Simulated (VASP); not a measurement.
Input of a VASP 6.6.1 run:

INCAR

```
  ALGO = Normal
  EDIFF = 1E-6
  ENCUT = 520
  GGA = PE
  ISIF = 2
  ISMEAR = 0
  IVDW = 12
  LASPH = True
  LCHARG = False
  LREAL = False
  LWAVE = False
  NBANDS = 35
  NELM = 100
  PREC = Accurate
  SIGMA = 0.03
```

File KPOINTS:

```
k-points
0
Gamma
  10 10 3
```

POSCAR

```
SnSe2
1.0
   -3.8390485956      0.0000000000      0.0000000000
   -1.9195242978     -3.3247136102      0.0000000000
    0.0000000000      0.0000000000     16.5232622210
Sn Se
2 4
Direct
    0.0000000000      0.0000000000      0.5457425141
    0.0000000000      0.0000000000      0.1819141714
    0.3333333333      0.3333333333      0.6422126892
    0.3333333333      0.3333333333      0.2783843465
    0.6666666667      0.6666666667      0.0854439963
    0.6666666667      0.6666666667      0.4492723390
```

Potentials or basis: VASP PAW PBE potentials, release 64 (Sn_d, Se).

The run is started by

```sh
$ cat potpaw_PBE.64/Sn_d/POTCAR potpaw_PBE.64/Se/POTCAR > POTCAR
$ mpirun -np 1 vasp_std > vasp.out
```

Task: What does it give for the dispersion energy per atom?

Result: -0.310 eV.

Task: Estimate the pressure.

Result: -0.1 GPa.

Forces in eV/Å, atoms in the order of the input:
```
Sn   0.000  0.000  0.009
Sn   0.000  0.000 -0.009
Se   0.000  0.000  0.026
Se   0.000  0.000  0.036
Se   0.000  0.000 -0.026
Se   0.000  0.000 -0.036
```

Caveat: the cell differs from its parent crystal (the distance across one plane changed).
